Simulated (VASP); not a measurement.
# Pd (R-3m) in VASP: a series of runs

The runs below take Pd through electric field gradients, with r2SCAN.

Everything below comes from runs of VASP 6.6.1. Logs are shortened: lines on timing, memory, paths and dates and some standing lists are left out, and cuts for length are marked.

## (1) The cell of the first run

Symmetry: R-3m, No. 166, trigonal system. Conventional cell: a = 3.788 Å, b = 3.788 Å, c = 9.278 Å, α = 90.00°, β = 90.00°, γ = 120.00°. Within 2.3 Å of Pd (site symmetry 3m) lie 1 Pd at 1.76 Å.

## (2) Electric field gradients, r2SCAN (shortest bond scaled by 0.76)

The input, POSCAR:

```
Pd
1.0
    0.0000000000      2.6784289448      2.6784289448
    2.6784289448      0.0000000000      2.6784289448
    2.6784289448      2.6784289448      0.0000000000
Pd
2
Direct
   -0.2150000000     -0.0950000000     -0.0950000000
    0.2150000000      0.0950000000      0.0950000000
```

The input, INCAR.step1:

```
PREC     = Accurate       # precision mode
ENCUT    = 440            # plane-wave cutoff, eV
ISMEAR   = -1             # smearing method
SIGMA    = 0.05           # smearing width, eV
LREAL    = F              # projectors in reciprocal space
LASPH    = T              # aspherical terms in the spheres
NELM     = 120            # most SCF steps
NBANDS   = 17             # bands
GGA      = PE             # functional
ALGO     = Normal         # electronic algorithm
EDIFF    = 1E-5           # SCF threshold, eV
LWAVE    = T              # write WAVECAR
LCHARG   = F              # write CHGCAR
GGA_COMPAT= F
```

The input, INCAR.step2:

```
PREC     = Accurate       # precision mode
ENCUT    = 440            # plane-wave cutoff, eV
EDIFF    = 1E-8           # SCF threshold, eV
ISMEAR   = -1             # smearing method
SIGMA    = 0.05           # smearing width, eV
LREAL    = F              # projectors in reciprocal space
LASPH    = T              # aspherical terms in the spheres
NELM     = 120            # most SCF steps
ALGO     = Normal         # electronic algorithm
ISIF     = 2              # what is computed and relaxed
LWAVE    = F              # write WAVECAR
LCHARG   = F              # write CHGCAR
METAGGA  = R2SCAN         # meta-GGA
LMIXTAU  = T            
LEFG     = T            
NBANDS   = 17             # bands
ISTART   = 1            
GGA_COMPAT= F
```

The input, KPOINTS:

```
regular mesh
0
Gamma
  10 10 10
```

Potentials or basis: VASP PAW PBE potentials, release 64 (Pd).

Started as:

```
> cat potpaw_PBE.64/Pd/POTCAR > POTCAR
> cp INCAR.step1 INCAR
> mpirun -np 1 vasp_std > vasp.out
> cp INCAR.step2 INCAR
> mpirun -np 1 vasp_std > vasp.out
```

OUTCAR:

```text
PREC = Accurate
   ENCUT = 440
   EDIFF = 1E-8
   ISMEAR = -1
   LREAL = F
   LASPH = T
   NELM = 120
   ISIF = 2
   METAGGA = R2SCAN
   ISTART = 1

 ion  position               nearest neighbor table
   1  0.785  0.905  0.905-   2 1.76   2 2.56   2 2.56   2 2.56
   2  0.215  0.095  0.095-   1 1.76   1 2.56   1 2.56   1 2.56

  LATTYP: Found a face centered cubic cell.
 ALAT       =     5.3568578896

  Lattice vectors:

 A1 = (   0.0000000000,   2.6784289448,   2.6784289448)
 A2 = (   2.6784289448,   0.0000000000,   2.6784289448)
 A3 = (   2.6784289448,   2.6784289448,   0.0000000000)

Analysis of symmetry for initial positions (statically):
=====================================================================
 Subroutine PRICEL returns:
 Original cell was already a primitive cell.

 Routine SETGRP: Setting up the symmetry group for a
 face centered cubic supercell.

 Subroutine GETGRP returns: Found 12 space group operations
 (whereof  4 operations were pure point group operations)
 out of a pool of 48 trial point group operations.

The static configuration has the point symmetry C_2h.
 The point group associated with its full space group is D_3d.

Analysis of symmetry for dynamics (positions and initial velocities):
=====================================================================
 Subroutine PRICEL returns:
 Original cell was already a primitive cell.

 Routine SETGRP: Setting up the symmetry group for a
 face centered cubic supercell.

 Subroutine GETGRP returns: Found 12 space group operations
 (whereof  4 operations were pure point group operations)
 out of a pool of 48 trial point group operations.

The dynamic configuration has the point symmetry C_2h.
 The point group associated with its full space group is D_3d.

 Subroutine INISYM returns: Found 12 space group operations
 (whereof  4 operations are pure point group operations),
 and found     1 'primitive' translations

----------------------------------------------------------------------------------------

                                     Primitive cell

  volume of cell :      38.4300

  direct lattice vectors                    reciprocal lattice vectors
     0.000000000  2.678428945  2.678428945    -0.186676597  0.186676597  0.186676597
     2.678428945  0.000000000  2.678428945     0.186676597 -0.186676597  0.186676597
     2.678428945  2.678428945  0.000000000     0.186676597  0.186676597 -0.186676597

  length of vectors
     3.787870540  3.787870540  3.787870540     0.323333350  0.323333350  0.323333350

  position of ions in fractional coordinates (direct lattice)
     0.785000000  0.905000000  0.905000000
     0.215000000  0.095000000  0.095000000

  ion indices of the primitive-cell ions
   primitive index   ion index
                 1           1
                 2           2

----------------------------------------------------------------------------------------

 KPOINTS: regular mesh

Automatic generation of k-mesh.
 Grid dimensions read from file:
 generate k-points for:   10   10   10

 Generating k-lattice:

  Cartesian coordinates                     Fractional coordinates (reciprocal lattice)
    -0.018667660  0.018667660  0.018667660     0.100000000  0.000000000  0.000000000
     0.018667660 -0.018667660  0.018667660     0.000000000  0.100000000  0.000000000
     0.018667660  0.018667660 -0.018667660     0.000000000  0.000000000  0.100000000

  Length of vectors
     0.032333335  0.032333335  0.032333335

  Shift w.r.t. Gamma in fractional coordinates (k-lattice)
     0.000000000  0.000000000  0.000000000

 Subroutine IBZKPT returns following result:
 ===========================================

 Found    116 irreducible k-points:

 Following reciprocal coordinates:
            Coordinates               Weight
  0.000000  0.000000  0.000000      1.000000
  0.100000  0.000000  0.000000      2.000000
  0.000000  0.100000  0.000000      6.000000
  0.200000  0.000000  0.000000      2.000000
  0.000000  0.200000  0.000000      6.000000
  0.300000  0.000000  0.000000      2.000000
[... 16 lines left out ...]
  0.000000  0.500000  0.100000     12.000000
  0.100000  0.000000  0.500000      6.000000
 [... further k-points ...]
   k-points           NKPTS =    116   k-points in BZ     NKDIM =    116   number of bands    NBANDS=     17
   number of dos      NEDOS =    301   number of ions     NIONS =      2
   total plane-waves  NPLWV =  21952
   dimension x,y,z NGX =    28 NGY =   28 NGZ =   28
   dimension x,y,z NGXF=    56 NGYF=   56 NGZF=   56
   ions per type =               2
   NGX,Y,Z   is equivalent  to a cutoff of  12.29, 12.29, 12.29 a.u.
   NGXF,Y,Z  is equivalent  to a cutoff of  24.58, 24.58, 24.58 a.u.
 SYSTEM =  unknown system
   PREC   = accura    normal or accurate (medium, high low for compatibility)
   ISTART =      1    job   : 0-new  1-cont  2-samecut
   ICHARG =      0    charge: 1-file 2-atom 10-const
   ISPIN  =      1    spin polarized calculation?
   LNONCOLLINEAR =      F non collinear calculations
   LSORBIT =      F    spin-orbit coupling
   LASPH  =      T    aspherical Exc in radial PAW
   ENCUT  =  440.0 eV  32.34 Ry    5.69 a.u.   6.48  6.48  6.48*2*pi/ulx,y,z
   NELM   =    120;   NELMIN=  2; NELMDL=  0     # of ELM steps
   EDIFF  = 0.1E-07   stopping-criterion for ELM
   LREAL  =      F    real-space projection
   EDIFFG = 0.1E-06   stopping-criterion for IOM
   NSW    =      0    number of steps for IOM
   IBRION =     -1    ionic relax: 0-MD 1-quasi-New 2-CG
   NFREE  =      0    steps in history (QN), initial steepest desc. (CG)
   ISIF   =      2    stress and relaxation
   ISYM   =      2    0-nonsym 1-usesym 2-fastsym
   POTIM  = 0.5000    time-step for ionic-motion
   TEBEG  =    0.0;   TEEND  =   0.0 temperature during run
   PSTRESS=    0.0 pullay stress
   NELECT =      20.0000    total number of electrons
   NUPDOWN=      -1.0000    fix difference up-down
   EMIN   =  10.00;   EMAX   =-10.00  energy-range for DOS
   EFERMI =   0.00;   METHOD = LEGACY
   ISMEAR =    -1;   SIGMA  =   0.05  broadening in eV -4-tet -1-fermi 0-gaus
   EFERMI_NEDOS =   21; number of points for ismear=-14 and -15
   IALGO  =     38    algorithm
   IMIX   =      4    mixing-type and parameters
     AMIX     =   0.40;   BMIX     =  1.00
     AMIX_MAG =   1.60;   BMIX_MAG =  1.00
  volume/ion in A,a.u.               =      19.21       129.67
  Fermi-wavevector in a.u.,A,eV,Ry     =   1.316825  2.488438 23.592881  1.734028
  Thomas-Fermi vector in A             =   2.446910
   LORBIT       =      0    0 simple, 1 ext, 2 COOP (PROOUT), +10 PAW based schemes
   METAGGA = R2SCAN    functional components
   LHFCALC =     F    Hartree Fock is set to
   AEXX    =    0.0000 exact exchange contribution
   IVDW    =     0    specifies the selected vdW correction
   LEPSILON=     F    determine dielectric tensor
   LRPA    =     F    only Hartree local field effects (RPA)
 non-spin polarized calculation
  energy-cutoff  :      440.00
  volume of cell :       38.43
 maximum number of plane-waves:       822
 NGX is ok and might be reduce to    28
   NGX = 13   NGY = 13   NGZ = 13

 number of electron      19.9999999 magnetization

 Free energy of the ion-electron system (eV)
  ---------------------------------------------------
  ext. energy  EPLUGINS =         0.00000000
  ---------------------------------------------------
  free energy    TOTEN  =       -38.26577501 eV

  energy without entropy =      -38.24418621  energy(sigma->0) =      -38.25498061

 E-fermi :   7.0979     XC(G=0): -11.9561

 val. band max:        7.0908789380   @ k =   0.3000   0.2000   0.1000
 cond. band min:       7.1019471342   @ k =   0.1000   0.5000   0.3000
 fundamental gap:      0.0110681963
 Fermi energy:         7.0978562847

 k-point     1 :       0.0000    0.0000    0.0000
  band No.  band energies     occupation
      1      -0.0625      2.00000
      2      -0.0225      2.00000
      3      -0.0225      2.00000
      4       0.9241      2.00000
      5       2.1511      2.00000
      6       2.1511      2.00000
[... 9 lines left out ...]
     16      21.6834      0.00000
     17      21.7175      0.00000

 k-point     2 :       0.1000    0.0000    0.0000
  band No.  band energies     occupation
      1      -0.2525      2.00000
      2      -0.1585      2.00000
      3      -0.1585      2.00000
      4       1.1318      2.00000
      5       2.4108      2.00000
      6       2.4108      2.00000
[... 9 lines left out ...]
     16      22.1628      0.00000
     17      22.1720      0.00000
[... 421 lines left out ...]
 k-point    24 :       0.1000    0.0000    0.5000
  band No.  band energies     occupation
      1      -0.8118      2.00000
      2      -0.3450      2.00000
      3      -0.0379      2.00000
      4       2.1827      2.00000
      5       2.5434      2.00000
      6       3.5050      2.00000
[... 9 lines left out ...]
     16      20.5035      0.00000
     17      21.6294      0.00000

 [... further k-points ...]
[... 5 lines left out ...]
  --------------------------------------------------------------------------------------
  -------------------------------------------------------------------------------------
  Total       12.0217428     12.0217428     12.0217428    -13.0010174     13.0010174    -13.0010174
  in kB      501.1960393    501.1960393    501.1960393   -542.0227764    542.0227764   -542.0227764
  external PRESSURE =     501.1960393 kB  Pullay stress =       0.0000000 kB

 VOLUME and BASIS-vectors are now :
 -----------------------------------------------------------------------------
  energy-cutoff  :      440.00
  volume of cell :       38.43
      direct lattice vectors                 reciprocal lattice vectors
     0.000000000  2.678428945  2.678428945    -0.186676597  0.186676597  0.186676597
     2.678428945  0.000000000  2.678428945     0.186676597 -0.186676597  0.186676597
     2.678428945  2.678428945  0.000000000     0.186676597  0.186676597 -0.186676597

 POSITION                                       TOTAL-FORCE (eV/Angst)
 -----------------------------------------------------------------------------------
      4.84796      4.52654      4.52654       -11.864639     11.864639     11.864639
      0.50890      0.83031      0.83031        11.864639    -11.864639    -11.864639
 -----------------------------------------------------------------------------------
    total drift:                                0.000000      0.000000      0.000000

  FREE ENERGIE OF THE ION-ELECTRON SYSTEM (eV)
  ---------------------------------------------------
  free  energy   TOTEN  =       -38.2657750122 eV

  energy  without entropy=      -38.2441862116  energy(sigma->0) =      -38.25498061

 Electric field gradients (V/A^2)
---------------------------------------------------------------------
 ion       V_xx      V_yy      V_zz      V_xy      V_xz      V_yz
---------------------------------------------------------------------
   1      -0.000     0.000     0.000   -75.087   -75.087    75.087
   2      -0.000     0.000     0.000   -75.087   -75.087    75.087
---------------------------------------------------------------------

 Electric field gradients after diagonalization (V/A^2)
 (convention: |V_zz| > |V_xx| > |V_yy|)
----------------------------------------------------------------------
 ion       V_xx      V_yy      V_zz     asymmetry (V_yy - V_xx)/ V_zz
----------------------------------------------------------------------
   1     -75.087   -75.087   150.174       0.000
   2     -75.087   -75.087   150.174       0.000
----------------------------------------------------------------------

           NMR quadrupolar parameters

 Cq : quadrupolar parameter    Cq=e*Q*V_zz/h
 eta: asymmetry parameters     (V_yy - V_xx)/ V_zz
 Q  : nuclear electric quadrupole moment in mb (millibarn)
----------------------------------------------------------------------
 ion       Cq(MHz)       eta       Q (mb)
----------------------------------------------------------------------
   1       0.363       0.000       1.000
   2       0.363       0.000       1.000
----------------------------------------------------------------------
```

Run time: 8 min. Hardware: 1 thread of Intel Xeon 8259CL, shared host; peak memory 0.2 GiB.

What came out:

- Free energy: -38.2658 eV
- Pressure: 50.1 GPa
- Largest force: 20.550 eV/Å
- Band gap on the k mesh: zero (bands 10 and 11 overlap by 1.51 eV)
- Largest electric field gradient by atom: Pd +150.2 V/Å²

Forces in eV/Å, atoms in the order of the input:
```
Pd  -11.865  11.865  11.865
Pd   11.865 -11.865 -11.865
```

Electric field gradients, principal values (V/Å²):
```csv
atom,least,middle,greatest (by size)
1 Pd,-75.087,-75.087,150.174
2 Pd,-75.087,-75.087,150.174
```

Caveat: the cell differs from its parent crystal (shortest bond scaled by 0.76); atoms lie so close that the PAW spheres overlap strongly, which falsifies energies and pressures; the cell stands under pressure; without QUAD_EFG the Cq values of the log hold for a quadrupole moment of 1 mb, not for the nuclei; the PAW data sets were made with another functional, which shifts forces and pressure a little.

## (3) Electric field gradients, r2SCAN (shortest bond scaled by 0.76)

POSCAR is that of step 2.

The input, INCAR.step1:

```
SYSTEM = Pd
PREC = Accurate ; ENCUT = 440
ISMEAR = -1 ; SIGMA = 0.05
LREAL = .FALSE. ; LASPH = .TRUE.
NELM = 120 ; NBANDS = 17
GGA = PE ; ALGO = Normal
EDIFF = 1E-5 ; LWAVE = .TRUE.
LCHARG = .FALSE. ; GGA_COMPAT = .FALSE.
```

The input, INCAR.step2:

```
SYSTEM = Pd
PREC = Accurate ; ENCUT = 440
EDIFF = 1E-8 ; ISMEAR = -1
SIGMA = 0.05 ; LREAL = .FALSE.
LASPH = .TRUE. ; NELM = 120
ALGO = Normal ; ISIF = 2
LWAVE = .FALSE. ; LCHARG = .FALSE.
METAGGA = R2SCAN ; LMIXTAU = .TRUE.
LEFG = .TRUE. ; NBANDS = 17
ISTART = 1 ; GGA_COMPAT = .FALSE.
```

The input, KPOINTS:

```
Automatic mesh
0
G
  10 10 10
  0 0 0
```

Potentials or basis: VASP PAW PBE potentials, release 64 (Pd).

Started as:

```
> cat potpaw_PBE.64/Pd/POTCAR > POTCAR
> cp INCAR.step1 INCAR
> mpirun -np 1 vasp_std > vasp.out
> cp INCAR.step2 INCAR
> mpirun -np 1 vasp_std > vasp.out
```

OUTCAR:

```text
SYSTEM = Pd
   PREC = Accurate
   ENCUT = 440
   EDIFF = 1E-8
   ISMEAR = -1
   LREAL = .FALSE.
   LASPH = .TRUE.
   NELM = 120
   ISIF = 2
   METAGGA = R2SCAN
   ISTART = 1

 ion  position               nearest neighbor table
   1  0.785  0.905  0.905-   2 1.76   2 2.56   2 2.56   2 2.56
   2  0.215  0.095  0.095-   1 1.76   1 2.56   1 2.56   1 2.56

  LATTYP: Found a face centered cubic cell.
 ALAT       =     5.3568578896

  Lattice vectors:

 A1 = (   0.0000000000,   2.6784289448,   2.6784289448)
 A2 = (   2.6784289448,   0.0000000000,   2.6784289448)
[... 695 lines left out ...]
  free  energy   TOTEN  =       -38.2657750122 eV

  energy  without entropy=      -38.2441862116  energy(sigma->0) =      -38.25498061

 Electric field gradients (V/A^2)
---------------------------------------------------------------------
 ion       V_xx      V_yy      V_zz      V_xy      V_xz      V_yz
---------------------------------------------------------------------
   1      -0.000     0.000     0.000   -75.087   -75.087    75.087
   2      -0.000     0.000     0.000   -75.087   -75.087    75.087
---------------------------------------------------------------------

 Electric field gradients after diagonalization (V/A^2)
 (convention: |V_zz| > |V_xx| > |V_yy|)
----------------------------------------------------------------------
 ion       V_xx      V_yy      V_zz     asymmetry (V_yy - V_xx)/ V_zz
----------------------------------------------------------------------
   1     -75.087   -75.087   150.174       0.000
   2     -75.087   -75.087   150.174       0.000
----------------------------------------------------------------------

           NMR quadrupolar parameters

 Cq : quadrupolar parameter    Cq=e*Q*V_zz/h
 eta: asymmetry parameters     (V_yy - V_xx)/ V_zz
 Q  : nuclear electric quadrupole moment in mb (millibarn)
----------------------------------------------------------------------
 ion       Cq(MHz)       eta       Q (mb)
----------------------------------------------------------------------
   1       0.363       0.000       1.000
   2       0.363       0.000       1.000
----------------------------------------------------------------------
```

OUTCAR.step1:

```text
SYSTEM = Pd
   PREC = Accurate
   ENCUT = 440
   ISMEAR = -1
   LREAL = .FALSE.
   LASPH = .TRUE.
[... 703 lines left out ...]
      4.84796      4.52654      4.52654       -12.073649     12.073649     12.073649
      0.50890      0.83031      0.83031        12.073649    -12.073649    -12.073649
 -----------------------------------------------------------------------------------
    total drift:                                0.000000      0.000000      0.000000

  FREE ENERGIE OF THE ION-ELECTRON SYSTEM (eV)
  ---------------------------------------------------
  free  energy   TOTEN  =        -2.7704723048 eV

  energy  without entropy=       -2.7478855388  energy(sigma->0) =       -2.75917892
```

OSZICAR.step1:

```text
N       E                     dE             d eps       ncg     rms          rms(c)
DAV:   1     0.103229953180E+03    0.10323E+03   -0.93841E+03  3952   0.978E+02
DAV:   2    -0.134788306007E+01   -0.10458E+03   -0.98767E+02  4230   0.229E+02
DAV:   3    -0.319690297805E+01   -0.18490E+01   -0.18430E+01  4771   0.332E+01
DAV:   4    -0.321261205460E+01   -0.15709E-01   -0.15708E-01  4613   0.293E+00
DAV:   5    -0.321296040777E+01   -0.34835E-03   -0.34835E-03  4747   0.471E-01    0.219E+01
DAV:   6    -0.285984489911E+01    0.35312E+00   -0.73426E-01  4171   0.670E+00    0.146E+01
DAV:   7    -0.277726423551E+01    0.82581E-01   -0.48407E-02  4335   0.184E+00    0.432E+00
DAV:   8    -0.277070578873E+01    0.65584E-02   -0.74284E-03  5056   0.564E-01    0.250E-01
DAV:   9    -0.277047444642E+01    0.23134E-03   -0.60221E-04  4351   0.198E-01    0.387E-02
DAV:  10    -0.277047230485E+01    0.21416E-05   -0.22006E-05  3499   0.395E-02
   1 F= -.27704723E+01 E0= -.27591789E+01  d E =-.225868E-01
```

It took 7.9 min on 1 thread of Intel Xeon 8259CL, shared host; peak memory 0.2 GiB.

What came out:

```
Free energy                             : -38.2658 eV
Pressure                                : 50.1 GPa
Largest force                           : 20.550 eV/Å
Band gap on the k mesh                  : zero (bands 10 and 11 overlap by 1.51 eV)
Largest electric field gradient by atom : Pd +150.2 V/Å²
```

Forces on the atoms (eV/Å):
```
Pd  -11.865  11.865  11.865
Pd   11.865 -11.865 -11.865
```

Electric field gradients, principal values (V/Å²):
```tsv
atom	least	middle	greatest (by size)
1 Pd	-75.087	-75.087	150.174
2 Pd	-75.087	-75.087	150.174
```

Caveat: the cell differs from its parent crystal (shortest bond scaled by 0.76); atoms lie so close that the PAW spheres overlap strongly, which falsifies energies and pressures; the cell stands under pressure; without QUAD_EFG the Cq values of the log hold for a quadrupole moment of 1 mb, not for the nuclei; the PAW data sets were made with another functional, which shifts forces and pressure a little.

(Part 1 of 3 ends here.)
